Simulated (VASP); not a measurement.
A run of VASP 6.6.1 is set up as follows.

INCAR

```
SYSTEM = P
PREC = Accurate
ENCUT = 520
EDIFF = 1E-6
ISMEAR = 0
SIGMA = 0.02
LREAL = .FALSE.
LASPH = .TRUE.
NELM = 60
ALGO = Normal
ISIF = 2
LWAVE = .FALSE.
LCHARG = .TRUE.
LDIPOL = .TRUE.
IDIPOL = 3
DIPOL = 0.5 0.5 0.500
GGA = PE
IVDW = 12
LELF = .TRUE.
LVHAR = .TRUE.
LVACPOTAV = .TRUE.
NBANDS = 12
```

File KPOINTS:

```
Automatic mesh
0
G
  9 9 1
  0 0 0
```

The input POSCAR:

```
P
1.0
    3.3870000000      0.0000000000      0.0000000000
   -1.6935000000      2.9332280426      0.0000000000
    0.0000000000      0.0000000000     28.0000000000
P
2
Direct
    0.3333333333      0.6666666667      0.5047678571
    0.6666666667      0.3333333333      0.4952321429
```

Potentials or basis: VASP PAW PBE potentials, release 64 (P).

The run is started by

```console
$ cat potpaw_PBE.64/P/POTCAR > POTCAR
$ mpirun -np 1 vasp_std > vasp.out
```

Problem. Estimate the largest force.

Solution. 1.779 eV/Å.

Problem. Estimate the band gap on the k mesh.

Solution. Zero (band 5 reaches -1.95 eV, above the bottom of band 6 at -3.83 eV).

Forces in eV/Å, atoms in the order of the input:
```
P    0.000  0.000  1.779
P    0.000  0.000 -1.779
```
